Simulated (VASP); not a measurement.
# Zn: single point with LDA

Zn:

```
CELL_PARAMETERS angstrom
2.12840 0.00000 0.00000
0.00000 2.12840 0.00000
0.00000 0.00000 2.12840
ATOMIC_POSITIONS crystal
Zn 0.00000 0.00000 0.00000
```

This cell differs from its parent crystal: volume scaled by 0.6.

```json
{
  "Program": "VASP 6.6.1",
  "Task": "single point",
  "Functional": "LDA",
  "Potentials or basis": "VASP PAW LDA potentials, release 64 (Zn)",
  "Cutoff": "520 eV",
  "k mesh": "15 × 15 × 15",
  "Occupations": "fermi-dirac, width 0.1 eV",
  "Spin": "no spin polarisation",
  "Dipole correction": "no",
  "Further INCAR settings": "ALGO = Normal; EDIFF = 1e-07; NBANDS = 12"
}
```

```json
{
 "Pressure": "131.0 GPa",
 "Band gap on the k mesh": "zero (band 6 reaches 14.63 eV, above the bottom of band 7 at 5.20 eV)"
}
```

Levels at points of the mesh, in eV from the Fermi level:
| k point | band 4 | band 5 | band 6 | band 7 | band 8 | band 9 |
| --- | --- | --- | --- | --- | --- | --- |
| (0.00, 0.00, 0.00) | -8.15 | -8.15 | -8.15 | 18.02 | 18.02 | 18.02 |

It took 4 s on 1 thread of Intel Xeon 6975P-C, with other jobs on the host, peak memory 0.12 GiB.
